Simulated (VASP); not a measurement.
# Ti (P6/mmm) in VASP: notebook, part 2 of 2

VASP 6.6.1.

## 3. Single point, PBEsol

INCAR

```
SYSTEM = Ti
ALGO = Normal
EDIFF = 1E-7
ENCUT = 520
GGA = PS
ISIF = 2
ISMEAR = -1
LASPH = .TRUE.
LCHARG = .FALSE.
LREAL = .FALSE.
LWAVE = .FALSE.
NBANDS = 25
NELM = 100
PREC = Accurate
SIGMA = 0.1
```

KPOINTS

```
k-points
0
G
  6 6 8
  0 0 0
```

POSCAR

```
Ti
1.0
    4.6000000000      0.0000000000      0.0000000000
   -2.3000000000      3.9837168600      0.0000000000
    0.0000000000      0.0000000000      2.8200000000
Ti
3
Direct
    0.0000000000      0.0000000000      0.0000000000
    0.3333333333      0.6666666667      0.5000000000
    0.6666666667      0.3333333333      0.5000000000
```

Potentials or basis: VASP PAW PBE potentials, release 64 (Ti_sv).

The run is started by

```console
$ cat potpaw_PBE.64/Ti_sv/POTCAR > POTCAR
$ mpirun -np 1 vasp_std > vasp.out
```

OUTCAR:

```text
SYSTEM = Ti
   EDIFF = 1E-7
   ENCUT = 520
   GGA = PS
   ISIF = 2
   ISMEAR = -1
   LASPH = .TRUE.
   LREAL = .FALSE.
   NELM = 100
   PREC = Accurate

 ion  position               nearest neighbor table
   1  0.000  0.000  0.000-
   2  0.333  0.667  0.500-   3 2.66   3 2.66   3 2.66
   3  0.667  0.333  0.500-   2 2.66   2 2.66   2 2.66

  LATTYP: Found a hexagonal cell.
 ALAT       =     4.6000000000
 C/A-ratio  =     0.6130434783

  Lattice vectors:

 A1 = (   4.6000000000,   0.0000000000,   0.0000000000)
 A2 = (  -2.3000000000,   3.9837168600,   0.0000000000)
 A3 = (   0.0000000000,   0.0000000000,   2.8200000000)

Analysis of symmetry for initial positions (statically):
=====================================================================
 Subroutine PRICEL returns:
 Original cell was already a primitive cell.

 Routine SETGRP: Setting up the symmetry group for a
 hexagonal supercell.

 Subroutine GETGRP returns: Found 24 space group operations
 (whereof 24 operations were pure point group operations)
 out of a pool of 24 trial point group operations.

The static configuration has the point symmetry D_6h.

Analysis of symmetry for dynamics (positions and initial velocities):
=====================================================================
 Subroutine PRICEL returns:
 Original cell was already a primitive cell.

 Routine SETGRP: Setting up the symmetry group for a
 hexagonal supercell.

 Subroutine GETGRP returns: Found 24 space group operations
 (whereof 24 operations were pure point group operations)
 out of a pool of 24 trial point group operations.

The dynamic configuration has the point symmetry D_6h.

 Subroutine INISYM returns: Found 24 space group operations
 (whereof 24 operations are pure point group operations),
 and found     1 'primitive' translations

[... 103 lines left out ...]
   ISYM   =      2    0-nonsym 1-usesym 2-fastsym
   POTIM  = 0.5000    time-step for ionic-motion
   TEBEG  =    0.0;   TEEND  =   0.0 temperature during run
   PSTRESS=    0.0 pullay stress
   NELECT =      36.0000    total number of electrons
   NUPDOWN=      -1.0000    fix difference up-down
   EMIN   =  10.00;   EMAX   =-10.00  energy-range for DOS
   EFERMI =   0.00;   METHOD = LEGACY
   ISMEAR =    -1;   SIGMA  =   0.10  broadening in eV -4-tet -1-fermi 0-gaus
   EFERMI_NEDOS =   21; number of points for ismear=-14 and -15
   IALGO  =     38    algorithm
   IMIX   =      4    mixing-type and parameters
     AMIX     =   0.40;   BMIX     =  1.00
     AMIX_MAG =   1.60;   BMIX_MAG =  1.00
  volume/ion in A,a.u.               =      17.23       116.24
  Fermi-wavevector in a.u.,A,eV,Ry     =   1.451255  2.742475 28.655807  2.106142
  Thomas-Fermi vector in A             =   2.568774
   LORBIT       =      0    0 simple, 1 ext, 2 COOP (PROOUT), +10 PAW based schemes
   GGA     = PS    functional components
   LHFCALC =     F    Hartree Fock is set to
   AEXX    =    0.0000 exact exchange contribution
   IVDW    =     0    specifies the selected vdW correction
   LEPSILON=     F    determine dielectric tensor
   LRPA    =     F    only Hartree local field effects (RPA)
 non-spin polarized calculation
  energy-cutoff  :      520.00
  volume of cell :       51.68
 maximum number of plane-waves:      1424
 NGX is ok and might be reduce to    36
   NGX = 17   NGY = 17   NGZ = 11

 number of electron      35.9999981 magnetization

 Free energy of the ion-electron system (eV)
  ---------------------------------------------------
  ext. energy  EPLUGINS =         0.00000000
  ---------------------------------------------------
  free energy    TOTEN  =       -25.06339739 eV

  energy without entropy =      -24.95135859  energy(sigma->0) =      -25.00737799

 E-fermi :   8.1538     XC(G=0): -11.6741

 val. band max:        8.1459900783   @ k =   0.3333   0.3333   0.2500
 cond. band min:       8.2346518053   @ k =   0.5000   0.0000   0.0000
 fundamental gap:      0.0886617270
 Fermi energy:         8.1538034314

 k-point     1 :       0.0000    0.0000    0.0000
  band No.  band energies     occupation
      1     -48.4568      2.00000
      2     -48.2246      2.00000
      3     -48.0686      2.00000
      4     -24.8686      2.00000
      5     -24.8686      2.00000
      6     -24.7808      2.00000
[... 661 lines left out ...]
     24      10.9469      0.00000
     25      11.0345      0.00000

 [... further k-points ...]
[... 5 lines left out ...]
  --------------------------------------------------------------------------------------
  -------------------------------------------------------------------------------------
  Total       -1.7771388     -1.7771388     -1.2123798      0.0000000      0.0000000     -0.0000000
  in kB      -55.0980868    -55.0980869    -37.5884031      0.0000000      0.0000000     -0.0000000
  external PRESSURE =     -49.2615256 kB  Pullay stress =       0.0000000 kB

 VOLUME and BASIS-vectors are now :
 -----------------------------------------------------------------------------
  energy-cutoff  :      520.00
  volume of cell :       51.68
      direct lattice vectors                 reciprocal lattice vectors
     4.600000000  0.000000000  0.000000000     0.217391304  0.125510928  0.000000000
    -2.300000000  3.983716860  0.000000000     0.000000000  0.251021856  0.000000000
     0.000000000  0.000000000  2.820000000     0.000000000  0.000000000  0.354609929

 POSITION                                       TOTAL-FORCE (eV/Angst)
 -----------------------------------------------------------------------------------
      0.00000      0.00000      0.00000         0.000000      0.000000     -0.000000
     -0.00000      2.65581      1.41000         0.000000     -0.000000      0.000000
      2.30000      1.32791      1.41000        -0.000000      0.000000     -0.000000
 -----------------------------------------------------------------------------------
    total drift:                                0.000000      0.000000     -0.000000

  FREE ENERGIE OF THE ION-ELECTRON SYSTEM (eV)
  ---------------------------------------------------
  free  energy   TOTEN  =       -25.0633973888 eV

  energy  without entropy=      -24.9513585891  energy(sigma->0) =      -25.00737799
```

OSZICAR:

```text
N       E                     dE             d eps       ncg     rms          rms(c)
DAV:   1     0.426329694447E+03    0.42633E+03   -0.18602E+04  1750   0.178E+03
DAV:   2     0.198909455484E+02   -0.40644E+03   -0.39965E+03  1759   0.517E+02
DAV:   3    -0.248736181234E+02   -0.44765E+02   -0.43765E+02  3156   0.148E+02
DAV:   4    -0.285128958083E+02   -0.36393E+01   -0.36183E+01  2479   0.377E+01
DAV:   5    -0.286795206441E+02   -0.16662E+00   -0.16653E+00  2754   0.686E+00    0.155E+01
DAV:   6    -0.250687861678E+02    0.36107E+01   -0.12947E+01  2163   0.337E+01    0.368E+00
DAV:   7    -0.250614717154E+02    0.73145E-02   -0.15615E+00  2759   0.952E+00    0.282E+00
DAV:   8    -0.250604802866E+02    0.99143E-03   -0.51789E-01  2520   0.579E+00    0.246E+00
DAV:   9    -0.250762765421E+02   -0.15796E-01   -0.26589E-01  2376   0.573E+00    0.922E-01
DAV:  10    -0.250625889691E+02    0.13688E-01   -0.83868E-02  2433   0.264E+00    0.115E-01
DAV:  11    -0.250633427131E+02   -0.75374E-03   -0.67170E-03  2527   0.602E-01    0.127E-01
DAV:  12    -0.250634147002E+02   -0.71987E-04   -0.38102E-04  2541   0.167E-01    0.595E-02
DAV:  13    -0.250633967290E+02    0.17971E-04   -0.21927E-04  2475   0.113E-01    0.156E-02
DAV:  14    -0.250633969385E+02   -0.20953E-06   -0.13725E-05  2137   0.372E-02    0.399E-03
DAV:  15    -0.250633974370E+02   -0.49844E-06   -0.23842E-06  2577   0.132E-02    0.242E-03
DAV:  16    -0.250633973888E+02    0.48199E-07   -0.64937E-07  1962   0.735E-03
   1 F= -.25063397E+02 E0= -.25007378E+02  d E =-.112039E+00
```

It took 84 s on 1 thread of Intel Xeon 8259CL, shared host; peak memory 0.19 GiB.

What came out:

- Free energy: -25.0634 eV
- Pressure: -4.9 GPa
- Band gap on the k mesh: zero (bands 18 and 19 overlap by 0.16 eV)

Stress tensor (GPa, compression positive):
```
-5.51  0.00  0.00
 0.00 -5.51  0.00
 0.00  0.00 -3.76
```

Levels at points of the mesh, in eV from the Fermi level:
```
           k point  band 16  band 17  band 18  band 19  band 20  band 21
(0.00, 0.00, 0.00)    -0.69    -0.59    -0.59    -0.07     0.65     1.30
(0.50, 0.00, 0.00)    -0.38    -0.38    -0.34     0.08     0.51     1.08
(0.00, 0.00, 0.50)    -1.66    -1.56    -1.56     1.04     1.04     1.27
(0.50, 0.00, 0.50)    -1.11    -0.64    -0.56     0.38     0.86     0.95
```

Caveat: the cell stands under tension; the PAW data sets were made with another functional, which shifts forces and pressure a little.
